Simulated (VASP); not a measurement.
# AlCo (Pm-3m) in VASP: a series of runs, part 2 of 2

VASP 6.6.1. The steps go on from the part before.

**3. Single point, PBEsol, collinear spin, ferromagnetic start**

This run uses another cell than the first one, of 10.87 Å³/atom, 1.032 times its volume.

File INCAR:

```
  PREC = Accurate
  ENCUT = 520
  EDIFF = 1E-6
  ISMEAR = -1
  SIGMA = 0.1
  LREAL = False
  LASPH = True
  NELM = 150
  ALGO = Normal
  ISIF = 2
  LWAVE = False
  LCHARG = True
  ISPIN = 2
  MAGMOM = 0 3.2
  LORBIT = 11
  LMAXMIX = 4
  GGA = PS
  LELF = True
  LVHAR = True
  NBANDS = 17
```

File KPOINTS:

```
Automatic mesh
0
Gamma
  10 10 10
```

File POSCAR:

```
AlCo
1.0
    2.7909192649      0.0000000000      0.0000000000
    0.0000000000      2.7909192649      0.0000000000
    0.0000000000      0.0000000000      2.7909192649
Al Co
1 1
Direct
    0.0000000000      0.0000000000      0.0000000000
    0.5000000000      0.5000000000      0.5000000000
```

Potentials or basis: VASP PAW PBE potentials, release 64 (Al, Co).

Run with:

```sh
$ cat potpaw_PBE.64/Al/POTCAR potpaw_PBE.64/Co/POTCAR > POTCAR
$ mpirun -np 1 vasp_std > vasp.out
```

OUTCAR:

```text
PREC = Accurate
   ENCUT = 520
   EDIFF = 1E-6
   ISMEAR = -1
   LREAL = False
   LASPH = True
   NELM = 150
   ISIF = 2
   ISPIN = 2
   LORBIT = 11
   GGA = PS

 ion  position               nearest neighbor table
   1  0.000  0.000  0.000-   2 2.42   2 2.42   2 2.42   2 2.42   2 2.42   2 2.42   2 2.42   2 2.42

   2  0.500  0.500  0.500-   1 2.42   1 2.42   1 2.42   1 2.42   1 2.42   1 2.42   1 2.42   1 2.42

  LATTYP: Found a simple cubic cell.
 ALAT       =     2.7909192649

  Lattice vectors:

 A1 = (   2.7909192649,   0.0000000000,   0.0000000000)
 A2 = (   0.0000000000,   2.7909192649,   0.0000000000)
 A3 = (   0.0000000000,   0.0000000000,   2.7909192649)

Analysis of symmetry for initial positions (statically):
=====================================================================
 Subroutine PRICEL returns:
 Original cell was already a primitive cell.

 Routine SETGRP: Setting up the symmetry group for a
 simple cubic supercell.

 Subroutine GETGRP returns: Found 48 space group operations
 (whereof 48 operations were pure point group operations)
 out of a pool of 48 trial point group operations.

The static configuration has the point symmetry O_h .

Analysis of symmetry for dynamics (positions and initial velocities):
=====================================================================
 Subroutine PRICEL returns:
 Original cell was already a primitive cell.

 Routine SETGRP: Setting up the symmetry group for a
 simple cubic supercell.

 Subroutine GETGRP returns: Found 48 space group operations
 (whereof 48 operations were pure point group operations)
 out of a pool of 48 trial point group operations.

The dynamic configuration has the point symmetry O_h .

Analysis of structural, dynamic, and magnetic symmetry:
=====================================================================
 Subroutine PRICEL returns:
 Original cell was already a primitive cell.

 Routine SETGRP: Setting up the symmetry group for a
[... 145 lines left out ...]

 number of electron      12.0000001 magnetization       0.0008900

 Free energy of the ion-electron system (eV)
  ---------------------------------------------------
  ext. energy  EPLUGINS =         0.00000000
  ---------------------------------------------------
  free energy    TOTEN  =       -13.07901710 eV

  energy without entropy =      -13.05329906  energy(sigma->0) =      -13.06615808

 E-fermi :  11.2595     XC(G=0): -12.6960

 val. band max:       11.2449694195   @ k =   0.5000   0.4000   0.1000
 cond. band min:      11.3769620246   @ k =   0.5000   0.3000   0.0000
 fundamental gap:      0.1319926051
 Fermi energy:        11.2595124786

 spin component 1

 k-point     1 :       0.0000    0.0000    0.0000
  band No.  band energies     occupation
      1      -0.1898      1.00000
      2       8.0289      1.00000
      3       8.0289      1.00000
      4      10.4130      0.99979
      5      10.4130      0.99979
      6      10.4130      0.99979
[... 459 lines left out ...]
      6      10.2902      0.99994
[... 9 lines left out ...]
     16      33.2000      0.00000
     17      34.2119      0.00000

 [... further k-points ...]

 spin component 2

 k-point     1 :       0.0000    0.0000    0.0000
  band No.  band energies     occupation
      1      -0.1900      1.00000
      2       8.0304      1.00000
      3       8.0304      1.00000
      4      10.4136      0.99979
      5      10.4136      0.99979
      6      10.4136      0.99979
[... 459 lines left out ...]
      6      10.2907      0.99994
[... 9 lines left out ...]
     16      33.2000      0.00000
     17      34.2119      0.00000

 [... further k-points ...]
[... 5 lines left out ...]
  --------------------------------------------------------------------------------------
  -------------------------------------------------------------------------------------
  Total        0.9941530      0.9941530      0.9941530     -0.0000000     -0.0000000      0.0000000
  in kB       73.2692881     73.2692881     73.2692881     -0.0000000     -0.0000000      0.0000000
  external PRESSURE =      73.2692881 kB  Pullay stress =       0.0000000 kB

 VOLUME and BASIS-vectors are now :
 -----------------------------------------------------------------------------
  energy-cutoff  :      520.00
  volume of cell :       21.74
      direct lattice vectors                 reciprocal lattice vectors
     2.790919265  0.000000000  0.000000000     0.358304883  0.000000000  0.000000000
     0.000000000  2.790919265  0.000000000     0.000000000  0.358304883  0.000000000
     0.000000000  0.000000000  2.790919265     0.000000000  0.000000000  0.358304883

 POSITION                                       TOTAL-FORCE (eV/Angst)
 -----------------------------------------------------------------------------------
      0.00000      0.00000      0.00000         0.000000      0.000000      0.000000
      1.39546      1.39546      1.39546         0.000000      0.000000      0.000000
 -----------------------------------------------------------------------------------
    total drift:                                0.000000     -0.000000     -0.000000

  FREE ENERGIE OF THE ION-ELECTRON SYSTEM (eV)
  ---------------------------------------------------
  free  energy   TOTEN  =       -13.0790171048 eV

  energy  without entropy=      -13.0532990616  energy(sigma->0) =      -13.06615808

 total charge

# of ion       s       p       d       tot
------------------------------------------
    1        0.402   0.457   0.000   0.859
    2        0.461   0.563   7.558   8.582
--------------------------------------------------
tot          0.863   1.020   7.558   9.441

 magnetization (x)

# of ion       s       p       d       tot
------------------------------------------
    1       -0.000  -0.000   0.000  -0.000
    2       -0.000  -0.000   0.001   0.001
--------------------------------------------------
tot         -0.000  -0.000   0.001   0.001
```

OSZICAR:

```text
N       E                     dE             d eps       ncg     rms          rms(c)
DAV:   1     0.375729719704E+02    0.37573E+02   -0.47309E+03  3920   0.730E+02
DAV:   2    -0.119951920737E+02   -0.49568E+02   -0.44178E+02  4419   0.153E+02
DAV:   3    -0.140199759045E+02   -0.20248E+01   -0.19967E+01  4564   0.327E+01
DAV:   4    -0.140485743218E+02   -0.28598E-01   -0.28583E-01  4624   0.343E+00
DAV:   5    -0.140493670128E+02   -0.79269E-03   -0.79265E-03  4605   0.617E-01    0.162E+01
DAV:   6    -0.169353402925E+02   -0.28860E+01   -0.42824E+01  4337   0.758E+01    0.169E+01
DAV:   7    -0.130835766003E+02    0.38518E+01   -0.24117E+01  4461   0.480E+01    0.322E+00
DAV:   8    -0.130928700475E+02   -0.92934E-02   -0.24815E-01  4707   0.342E+00    0.149E+00
DAV:   9    -0.130809593912E+02    0.11911E-01   -0.35836E-02  5200   0.126E+00    0.100E+00
DAV:  10    -0.130791235820E+02    0.18358E-02   -0.24181E-03  5025   0.364E-01    0.241E-01
DAV:  11    -0.130790291014E+02    0.94481E-04   -0.15437E-04  4739   0.826E-02    0.113E-01
DAV:  12    -0.130790148635E+02    0.14238E-04   -0.25407E-05  4735   0.494E-02    0.525E-02
DAV:  13    -0.130790165693E+02   -0.17058E-05   -0.89525E-06  4513   0.238E-02    0.112E-02
DAV:  14    -0.130790171048E+02   -0.53552E-06   -0.42931E-07  2239   0.516E-03
   1 F= -.13079017E+02 E0= -.13066158E+02  d E =-.257180E-01  mag=     0.0005
```

It took 17 s on 1 thread of Intel Xeon 6975P-C, shared host; peak memory 0.17 GiB.

What came out:

* Free energy: -13.0790 eV
* Pressure: 7.3 GPa
* Band gap on the k mesh: zero (filled and empty bands overlap)
* Net moment: 0.00 μB per cell
* Valence electrons inside the program's atomic spheres: Al 0.86; Co 8.58

Caveat: the starting moments collapsed, and a magnetic state may lie lower; the PAW data sets were made with another functional, which shifts forces and pressure a little.
